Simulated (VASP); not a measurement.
Input of a VASP 6.6.1 run:

File INCAR:

```
  PREC = Accurate
  ENCUT = 600
  EDIFF = 1E-6
  ISMEAR = 0
  SIGMA = 0.1
  LREAL = False
  LASPH = True
  NELM = 100
  ALGO = Normal
  ISIF = 3
  LWAVE = False
  LCHARG = False
  GGA = PE
  IBRION = 2
  NSW = 90
  EDIFFG = -0.04
```

The input KPOINTS:

```
Automatic mesh
0
Gamma
  4 4 4
```

Contents of POSCAR:

```
Si3Sn
1.0
    4.0214763600      0.0000000000      0.0000000000
    0.0000000000      4.0214763600      0.0000000000
    0.0000000000      0.0000000000      4.0214763600
Si Sn
3 1
Direct
    0.5000000000      0.5000000000      0.0000000000
    0.5000000000      0.0000000000      0.5000000000
    0.0000000000      0.5000000000      0.5000000000
    0.0000000000      0.0000000000      0.0000000000
```

Potentials or basis: VASP PAW PBE potentials, release 64 (Si, Sn_d).

Command:

```console
$ cat potpaw_PBE.64/Si/POTCAR potpaw_PBE.64/Sn_d/POTCAR > POTCAR
$ mpirun -np 1 vasp_std > vasp.out
```

Problem. Estimate the band gap on the k mesh.

Solution. Zero (bands 13 and 14 overlap by 2.72 eV).

Problem. Estimate the relaxed cell.

Solution. a = 4.253 Å, b = 4.253 Å, c = 4.253 Å, α = 90.00°, β = 90.00°, γ = 90.00°.

Problem. What does it give for the space group after relaxing (to 0.1 Å)?

Solution. Pm-3m (No. 221).

Final structure:
```xyz
4
Lattice="4.2535 0.0000 0.0000 0.0000 4.2535 0.0000 0.0000 0.0000 4.2535" Properties=species:S:1:pos:R:3 pbc="T T T"
Si    2.1267    2.1267    0.0000
Si    2.1267    0.0000    2.1267
Si    0.0000    2.1267    2.1267
Sn    0.0000    0.0000    0.0000
```

Caveat: the k points lie up to 0.37 Å⁻¹ apart in the final cell, too coarse for converged energies and pressures of a metal; spin-orbit coupling is left out, which moves the levels of the heavy elements.
